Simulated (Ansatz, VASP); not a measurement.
# Two plane-wave programs on Ta

INCAR

```
PREC     = Accurate       # precision mode
ENCUT    = 520            # plane-wave cutoff, eV
EDIFF    = 1E-6           # SCF threshold, eV
ISMEAR   = 0              # smearing method
SIGMA    = 0.15           # smearing width, eV
LREAL    = F              # projectors in reciprocal space
LASPH    = T              # aspherical terms in the spheres
NELM     = 100            # most SCF steps
ALGO     = Fast           # electronic algorithm
ISIF     = 2              # what is computed and relaxed
LWAVE    = F              # write WAVECAR
LCHARG   = F              # write CHGCAR
GGA      = PS             # functional
NBANDS   = 12             # bands
```

The input KPOINTS:

```
Automatic mesh
0
Gamma
  20 20 20
```

The input POSCAR:

```
Ta
1.0
   -1.6760492000      1.6760492000      1.7008184000
    1.6760492000     -1.6760492000      1.7008184000
    1.6760492000      1.6760492000     -1.7008184000
Ta
1
Direct
    0.0000000000      0.0000000000      0.0000000000
```

Input for Ansatz:

```yaml
crystal:
  lattice:
    - [-1.6760492, 1.6760492, 1.7008184]
    - [1.6760492, -1.6760492, 1.7008184]
    - [1.6760492, 1.6760492, -1.7008184]
  atoms:
    - { symbol: Ta, position: [0.0, 0.0, 0.0] }
basis:
  ecutwfc: 420
kpoints:
  mp_grid: { grid: [20, 20, 20] }
hamiltonian:
  xc: pbesol
scf:
  occupations: { method: gaussian, width: 0.15 }
output:
  forces: true
  stress: true
  eigenvalues: true
  write_density: true
  write_potential: true
  elf: true
  volumetric_format: npy
```

Change from the starting cell: strain +0.015 along x and y, +0.030 along z, atoms carried along.

Alike in both runs: task single point; functional PBEsol; k mesh 20 × 20 × 20; occupations gaussian, width 0.15 eV; no spin polarisation.

|  | VASP | Ansatz |
| --- | --- | --- |
| version | VASP 6.6.1 | Ansatz 0.2.0 |
| potentials or method | VASP PAW PBE potentials, release 64 (Ta_pv), cutoff 520 eV | scalar-relativistic, plane waves, PAW |
| valence electrons in the cell | 11 | 13 |

Ansatz gave:

| Item | Value |
| --- | --- |
| gap on the k mesh at the Fermi level (eV) | none |
| pressure (GPa) | -14.1 |
| traceless stress, the component that is largest in VASP (GPa) | -0.97 |

Problem. Estimate VASP's values.

Solution. gap on the k mesh at the Fermi level (eV): none; pressure (GPa): -14.0; traceless stress, the component that is largest in VASP (GPa): -0.97.

VASP's potentials were made for PBE, not for PBEsol. A gap of «none» marks a metal or a gap that the smearing closes. VASP's potentials hold 11 valence electrons a cell and Ansatz's 13, so a difference there can come from the potentials and not from the codes.

Neither program's run includes spin-orbit coupling.
